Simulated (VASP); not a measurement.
Here is a VASP 6.6.1 calculation.

Contents of POSCAR:

```
Pb
1.0
    3.4800006906      0.0000000000      0.0000000000
   -1.7400003453      3.0137690032      0.0000000000
    0.0000000000      0.0000000000      5.5341000000
Pb
2
Direct
    0.3333333333      0.6666666667      0.2500000000
    0.6666666667      0.3333333333      0.7500000000
```

File INCAR.step1:

```
SYSTEM = Pb
PREC = Accurate
ENCUT = 520
ISMEAR = 0
SIGMA = 0.15
LREAL = .False.
LASPH = .True.
NELM = 60
NBANDS = 21
GGA = PE
ALGO = Normal
EDIFF = 1E-4
LWAVE = .True.
LCHARG = .False.
```

INCAR.step2

```
SYSTEM = Pb
PREC = Accurate
ENCUT = 520
EDIFF = 1E-7
ISMEAR = 0
SIGMA = 0.15
LREAL = .False.
LASPH = .True.
NELM = 60
ALGO = Normal
ISIF = 2
LWAVE = .False.
LCHARG = .False.
METAGGA = R2SCAN
LMIXTAU = .True.
NBANDS = 21
ISTART = 1
```

File KPOINTS:

```
Automatic mesh
0
Gamma
  18 18 10
  0 0 0
```

Potentials or basis: VASP PAW PBE potentials, release 64 (Pb_d).

Run with:

```console
$ cat potpaw_PBE.64/Pb_d/POTCAR > POTCAR
$ cp INCAR.step1 INCAR
$ mpirun -np 1 vasp_std > vasp.out
$ cp INCAR.step2 INCAR
$ mpirun -np 1 vasp_std > vasp.out
```

Task: Predict the band gap on the k mesh.

Result: Zero (bands 14 and 15 overlap by 8.18 eV).

Task: Predict the pressure.

Result: 3.4 GPa.

Stress tensor (GPa, compression positive):
```
2.59 0.00 0.00
0.00 2.59 0.00
0.00 0.00 5.15
```

Caveat: the cell differs from its parent crystal (strain -0.0100 x Voigt [0, 0, 1, 0, 0, 0]); the cell stands under pressure; the PAW data sets were made with another functional, which shifts forces and pressure a little; spin-orbit coupling is left out, which moves the levels of the heavy elements.
